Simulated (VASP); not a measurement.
# TiAl (Pm-3m) in VASP: a series of runs

The runs below take TiAl through relaxation of cell and atoms, single point, with PBE, LDA.

Everything below comes from runs of VASP 6.6.1. Logs are shortened: lines on timing, memory, paths and dates and some standing lists are left out, and cuts for length are marked.

## Step 1: The cell of the first run

The structure is cubic, space group Pm-3m (No. 221). The conventional cell has a = 3.179 Å, b = 3.179 Å, c = 3.179 Å, α = 90.00°, β = 90.00°, γ = 90.00°. Within 3.6 Å of Ti (site symmetry m-3m) lie 8 Al at 2.75 Å and 6 Ti at 3.18 Å. Within 3.6 Å of Al (site symmetry m-3m) lie 8 Ti at 2.75 Å and 6 Al at 3.18 Å.

## Step 2: Relaxation of cell and atoms, PBE

INCAR

```
PREC = Accurate
ENCUT = 600
EDIFF = 1E-7
ISMEAR = -1
SIGMA = 0.05
LREAL = F
LASPH = T
NELM = 60
ALGO = Normal
ISIF = 3
LWAVE = F
LCHARG = F
GGA = PE
IBRION = 2
NSW = 60
EDIFFG = -0.01
```

KPOINTS

```
Automatic mesh
0
Gamma
  8 8 8
```

POSCAR

```
TiAl
1.0
    3.1790640000      0.0000000000      0.0000000000
    0.0000000000      3.1790640000      0.0000000000
    0.0000000000      0.0000000000      3.1790640000
Ti Al
1 1
Direct
    0.0000000000      0.0000000000      0.0000000000
    0.5000000000      0.5000000000      0.5000000000
```

Potentials or basis: VASP PAW PBE potentials, release 64 (Ti_sv, Al).

Launch:

```
$ cat potpaw_PBE.64/Ti_sv/POTCAR potpaw_PBE.64/Al/POTCAR > POTCAR
$ mpirun -np 1 vasp_std > vasp.out
```

OUTCAR:

```text
PREC = Accurate
   ENCUT = 600
   EDIFF = 1E-7
   ISMEAR = -1
   LREAL = F
   LASPH = T
   NELM = 60
   ISIF = 3
   GGA = PE
   IBRION = 2
   NSW = 60
   EDIFFG = -0.01

 ion  position               nearest neighbor table
   1  0.000  0.000  0.000-   2 2.75   2 2.75   2 2.75   2 2.75   2 2.75   2 2.75   2 2.75   2 2.75

   2  0.500  0.500  0.500-   1 2.75   1 2.75   1 2.75   1 2.75   1 2.75   1 2.75   1 2.75   1 2.75

  LATTYP: Found a simple cubic cell.
 ALAT       =     3.1790640000

  Lattice vectors:

 A1 = (   3.1790640000,   0.0000000000,   0.0000000000)
 A2 = (   0.0000000000,   3.1790640000,   0.0000000000)
 A3 = (   0.0000000000,   0.0000000000,   3.1790640000)

Analysis of symmetry for initial positions (statically):
=====================================================================
 Subroutine PRICEL returns:
 Original cell was already a primitive cell.

 Routine SETGRP: Setting up the symmetry group for a
 simple cubic supercell.

 Subroutine GETGRP returns: Found 48 space group operations
 (whereof 48 operations were pure point group operations)
 out of a pool of 48 trial point group operations.

The static configuration has the point symmetry O_h .

Analysis of symmetry for dynamics (positions and initial velocities):
=====================================================================
 Subroutine PRICEL returns:
 Original cell was already a primitive cell.

 Routine SETGRP: Setting up the symmetry group for a
 simple cubic supercell.

 Subroutine GETGRP returns: Found 48 space group operations
 (whereof 48 operations were pure point group operations)
 out of a pool of 48 trial point group operations.

The dynamic configuration has the point symmetry O_h .

 Subroutine INISYM returns: Found 48 space group operations
 (whereof 48 operations are pure point group operations),
 and found     1 'primitive' translations

----------------------------------------------------------------------------------------

                                     Primitive cell

  volume of cell :      32.1290

  direct lattice vectors                    reciprocal lattice vectors
     3.179064000  0.000000000  0.000000000     0.314557996  0.000000000  0.000000000
     0.000000000  3.179064000  0.000000000     0.000000000  0.314557996  0.000000000
     0.000000000  0.000000000  3.179064000     0.000000000  0.000000000  0.314557996

  length of vectors
     3.179064000  3.179064000  3.179064000     0.314557996  0.314557996  0.314557996

  position of ions in fractional coordinates (direct lattice)
     0.000000000  0.000000000  0.000000000
     0.500000000  0.500000000  0.500000000

  ion indices of the primitive-cell ions
   primitive index   ion index
                 1           1
                 2           2

----------------------------------------------------------------------------------------

 KPOINTS: Automatic mesh

Automatic generation of k-mesh.
 Grid dimensions read from file:
 generate k-points for:    8    8    8

 Generating k-lattice:

  Cartesian coordinates                     Fractional coordinates (reciprocal lattice)
     0.039319749  0.000000000  0.000000000     0.125000000  0.000000000  0.000000000
     0.000000000  0.039319749  0.000000000     0.000000000  0.125000000  0.000000000
     0.000000000  0.000000000  0.039319749     0.000000000  0.000000000  0.125000000

  Length of vectors
     0.039319749  0.039319749  0.039319749

  Shift w.r.t. Gamma in fractional coordinates (k-lattice)
     0.000000000  0.000000000  0.000000000

 Subroutine IBZKPT returns following result:
 ===========================================

 Found     35 irreducible k-points:

 Following reciprocal coordinates:
            Coordinates               Weight
  0.000000  0.000000  0.000000      1.000000
  0.125000  0.000000  0.000000      6.000000
  0.250000  0.000000  0.000000      6.000000
  0.375000  0.000000  0.000000      6.000000
  0.500000  0.000000  0.000000      3.000000
  0.125000  0.125000  0.000000     12.000000
[... 16 lines left out ...]
  0.375000  0.375000  0.125000     24.000000
  0.500000  0.375000  0.125000     24.000000
 [... further k-points ...]
   k-points           NKPTS =     35   k-points in BZ     NKDIM =     35   number of bands    NBANDS=     11
   number of dos      NEDOS =    301   number of ions     NIONS =      2
   total plane-waves  NPLWV =  21952
   dimension x,y,z NGX =    28 NGY =   28 NGZ =   28
   dimension x,y,z NGXF=    56 NGYF=   56 NGZF=   56
   ions per type =               1   1
   NGX,Y,Z   is equivalent  to a cutoff of  14.64, 14.64, 14.64 a.u.
   NGXF,Y,Z  is equivalent  to a cutoff of  29.28, 29.28, 29.28 a.u.
 SYSTEM =  unknown system
   PREC   = accura    normal or accurate (medium, high low for compatibility)
   ISTART =      0    job   : 0-new  1-cont  2-samecut
   ICHARG =      2    charge: 1-file 2-atom 10-const
   ISPIN  =      1    spin polarized calculation?
   LNONCOLLINEAR =      F non collinear calculations
   LSORBIT =      F    spin-orbit coupling
   LASPH  =      T    aspherical Exc in radial PAW
   ENCUT  =  600.0 eV  44.10 Ry    6.64 a.u.   6.35  6.35  6.35*2*pi/ulx,y,z
   NELM   =     60;   NELMIN=  2; NELMDL= -5     # of ELM steps
   EDIFF  = 0.1E-06   stopping-criterion for ELM
   LREAL  =      F    real-space projection
   EDIFFG = -.1E-01   stopping-criterion for IOM
   NSW    =     60    number of steps for IOM
   IBRION =      2    ionic relax: 0-MD 1-quasi-New 2-CG
   NFREE  =      1    steps in history (QN), initial steepest desc. (CG)
   ISIF   =      3    stress and relaxation
   ISYM   =      2    0-nonsym 1-usesym 2-fastsym
   POTIM  = 0.5000    time-step for ionic-motion
   TEBEG  =    0.0;   TEEND  =   0.0 temperature during run
   PSTRESS=    0.0 pullay stress
   NELECT =      15.0000    total number of electrons
   NUPDOWN=      -1.0000    fix difference up-down
   EMIN   =  10.00;   EMAX   =-10.00  energy-range for DOS
   EFERMI =   0.00;   METHOD = LEGACY
   ISMEAR =    -1;   SIGMA  =   0.05  broadening in eV -4-tet -1-fermi 0-gaus
   EFERMI_NEDOS =   21; number of points for ismear=-14 and -15
   IALGO  =     38    algorithm
   IMIX   =      4    mixing-type and parameters
     AMIX     =   0.40;   BMIX     =  1.00
     AMIX_MAG =   1.60;   BMIX_MAG =  1.00
  volume/ion in A,a.u.               =      16.06       108.41
  Fermi-wavevector in a.u.,A,eV,Ry     =   1.270007  2.399964 21.945065  1.612917
  Thomas-Fermi vector in A             =   2.403017
   LORBIT       =      0    0 simple, 1 ext, 2 COOP (PROOUT), +10 PAW based schemes
   GGA     = PE    functional components
   LHFCALC =     F    Hartree Fock is set to
   AEXX    =    0.0000 exact exchange contribution
   IVDW    =     0    specifies the selected vdW correction
   LEPSILON=     F    determine dielectric tensor
   LRPA    =     F    only Hartree local field effects (RPA)
 conjugate gradient relaxation of ions
 non-spin polarized calculation
  energy-cutoff  :      600.00
  volume of cell :       32.13
 maximum number of plane-waves:      1108
 NGX is ok and might be reduce to    28
   NGX = 13   NGY = 13   NGZ = 13

--------------------------------------- Ionic step        1  -------------------------------------------

 number of electron      15.0000003 magnetization

 Free energy of the ion-electron system (eV)
  ---------------------------------------------------
  ext. energy  EPLUGINS =         0.00000000
  ---------------------------------------------------
  free energy    TOTEN  =       -12.11495024 eV

  energy without entropy =      -12.09208812  energy(sigma->0) =      -12.10351918

------------------------ aborting loop because EDIFF is reached ----------------------------------------

  FORCE on cell =-STRESS in cart. coord.  units (eV):
  Direction    XX          YY          ZZ          XY          YZ          ZX
  --------------------------------------------------------------------------------------
  -------------------------------------------------------------------------------------
  Total        0.1675222      0.1675222      0.1675222     -0.0000000      0.0000000     -0.0000000
  in kB        8.3538213      8.3538213      8.3538213     -0.0000000      0.0000000     -0.0000000
  external PRESSURE =       8.3538213 kB  Pullay stress =       0.0000000 kB

 VOLUME and BASIS-vectors are now :
 -----------------------------------------------------------------------------
  energy-cutoff  :      600.00
  volume of cell :       32.13
      direct lattice vectors                 reciprocal lattice vectors
     3.179064000  0.000000000  0.000000000     0.314557996  0.000000000  0.000000000
     0.000000000  3.179064000  0.000000000     0.000000000  0.314557996  0.000000000
     0.000000000  0.000000000  3.179064000     0.000000000  0.000000000  0.314557996
[... 37 lines left out ...]
 POSITION                                       TOTAL-FORCE (eV/Angst)
 -----------------------------------------------------------------------------------
      0.00000      0.00000      0.00000        -0.000000     -0.000000      0.000000
      1.59596      1.59596      1.59596         0.000000      0.000000      0.000000
 -----------------------------------------------------------------------------------
    total drift:                               -0.000000     -0.000000     -0.000000

  FREE ENERGIE OF THE ION-ELECTRON SYSTEM (eV)
  ---------------------------------------------------
  free  energy   TOTEN  =       -12.1152880095 eV

  energy  without entropy=      -12.0920553902  energy(sigma->0) =      -12.10367170

--------------------------------------- Ionic step        3  -------------------------------------------

 number of electron      15.0000003 magnetization

 Free energy of the ion-electron system (eV)
  ---------------------------------------------------
  ext. energy  EPLUGINS =         0.00000000
  ---------------------------------------------------
  free energy    TOTEN  =       -12.11554851 eV

  energy without entropy =      -12.09246523  energy(sigma->0) =      -12.10400687

 E-fermi :   8.6996     XC(G=0): -11.0558

 val. band max:        8.6736337860   @ k =   0.3750   0.1250   0.1250
 cond. band min:       8.7040778729   @ k =   0.3750   0.3750   0.2500
 fundamental gap:      0.0304440869
 Fermi energy:         8.6996142473

 k-point     1 :       0.0000    0.0000    0.0000
  band No.  band energies     occupation
      1     -48.2150      2.00000
      2     -24.4172      2.00000
      3     -24.4172      2.00000
      4     -24.4172      2.00000
      5      -0.5446      2.00000
      6       7.2755      2.00000
      7       7.2755      2.00000
      8      10.4861      0.00000
      9      10.4861      0.00000
     10      10.4861      0.00000
     11      13.0775      0.00000

 k-point     2 :       0.1250    0.0000    0.0000
  band No.  band energies     occupation
      1     -48.2130      2.00000
      2     -24.4418      2.00000
      3     -24.4150      2.00000
      4     -24.4150      2.00000
      5      -0.2980      2.00000
      6       7.1224      2.00000
      7       7.3846      2.00000
      8      10.1084      0.00000
      9      10.1084      0.00000
     10      10.5146      0.00000
     11      12.2209      0.00000
[... 295 lines left out ...]
 k-point    24 :       0.5000    0.3750    0.1250
  band No.  band energies     occupation
      1     -48.1869      2.00000
      2     -24.5600      2.00000
      3     -24.5340      2.00000
      4     -24.4126      2.00000
      5       3.6594      2.00000
      6       5.6942      2.00000
      7       6.7452      2.00000
      8       8.1215      1.99998
      9       9.5877      0.00000
     10       9.6107      0.00000
     11      11.5081      0.00000

 [... further k-points ...]

------------------------ aborting loop because EDIFF is reached ----------------------------------------

  FORCE on cell =-STRESS in cart. coord.  units (eV):
  Direction    XX          YY          ZZ          XY          YZ          ZX
  --------------------------------------------------------------------------------------
  -------------------------------------------------------------------------------------
  Total        0.0017148      0.0017148      0.0017148      0.0000000      0.0000000     -0.0000000
  in kB        0.0848978      0.0848978      0.0848978      0.0000000      0.0000000     -0.0000000
  external PRESSURE =       0.0848978 kB  Pullay stress =       0.0000000 kB

 VOLUME and BASIS-vectors are now :
 -----------------------------------------------------------------------------
  energy-cutoff  :      600.00
  volume of cell :       32.36
      direct lattice vectors                 reciprocal lattice vectors
     3.186732528 -0.000000000 -0.000000000     0.313801046  0.000000000 -0.000000000
    -0.000000000  3.186732528  0.000000000     0.000000000  0.313801046 -0.000000000
     0.000000000  0.000000000  3.186732528     0.000000000  0.000000000  0.313801046

 POSITION                                       TOTAL-FORCE (eV/Angst)
 -----------------------------------------------------------------------------------
      0.00000      0.00000      0.00000        -0.000000     -0.000000      0.000000
      1.59337      1.59337      1.59337         0.000000      0.000000      0.000000
 -----------------------------------------------------------------------------------
    total drift:                               -0.000000     -0.000000     -0.000000

  FREE ENERGIE OF THE ION-ELECTRON SYSTEM (eV)
  ---------------------------------------------------
  free  energy   TOTEN  =       -12.1155485106 eV

  energy  without entropy=      -12.0924652269  energy(sigma->0) =      -12.10400687

 reached required accuracy - stopping structural energy minimisation
```

Run time: 42 s. Hardware: 1 thread of Intel Xeon 6975P-C (Granite Rapids), shared host; peak memory 0.16 GiB.

Results:

```yaml
Free_energy: -12.1155 eV
Relaxed_volume: 16.18 Å³/atom
Relaxed_cell: a = 3.187 Å, b = 3.187 Å, c = 3.187 Å, α = 90.00°, β = 90.00°, γ = 90.00°
Space_group_after_relaxing_to_0.05_Å: Pm-3m (No. 221)
Energy_gained_by_relaxing: 0.3 meV/atom
Ionic_steps: 3
Pressure_after_relaxing: 0.0 GPa
```

The path:
```
step  energy change (eV)  largest force (eV/Å)  pressure (GPa)  volume (Å³)
   1              0.0000                0.0000            0.84        32.13
   2             -0.0003                0.0000           -0.52        32.52
   3             -0.0006                0.0000            0.01        32.36
```

Final structure:
```
Ti Al
1.0
     3.18673    0.00000    0.00000
     0.00000    3.18673    0.00000
     0.00000    0.00000    3.18673
Ti Al
1 1
Direct
  0.00000 0.00000 0.00000
  0.50000 0.50000 0.50000
```

[end of part 1 of 2]
